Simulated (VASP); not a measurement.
Input of a VASP 6.6.1 run:

POSCAR

```
V
1.0
   -1.4911995862      1.4911995862      1.4911995862
    1.4911995862     -1.4911995862      1.4911995862
    1.4911995862      1.4911995862     -1.4911995862
V
1
Direct
    0.0000000000      0.0000000000      0.0000000000
```

INCAR.step1

```
PREC = Accurate
ENCUT = 520
ISMEAR = -1
SIGMA = 0.03
LREAL = False
LASPH = True
NELM = 80
NBANDS = 12
GGA = PE
ALGO = Normal
EDIFF = 1E-4
LWAVE = True
LCHARG = False
```

The input INCAR.step2:

```
PREC = Accurate
ENCUT = 520
EDIFF = 1E-8
ISMEAR = -1
SIGMA = 0.03
LREAL = False
LASPH = True
NELM = 80
ALGO = Normal
ISIF = 2
LWAVE = False
LCHARG = False
METAGGA = R2SCAN
LMIXTAU = True
LEFG = True
NBANDS = 12
ISTART = 1
```

The input KPOINTS:

```
Automatic mesh
0
Gamma
  15 15 15
```

Potentials or basis: VASP PAW PBE potentials, release 64 (V_sv).

The run is started by

```sh
$ cat potpaw_PBE.64/V_sv/POTCAR > POTCAR
$ cp INCAR.step1 INCAR
$ mpirun -np 1 vasp_std > vasp.out
$ cp INCAR.step2 INCAR
$ mpirun -np 1 vasp_std > vasp.out
```

Q: Estimate the pressure.

A: 0.3 GPa.

Caveat: without QUAD_EFG the Cq values of the log hold for a quadrupole moment of 1 mb, not for the nuclei; the PAW data sets were made with another functional, which shifts forces and pressure a little.
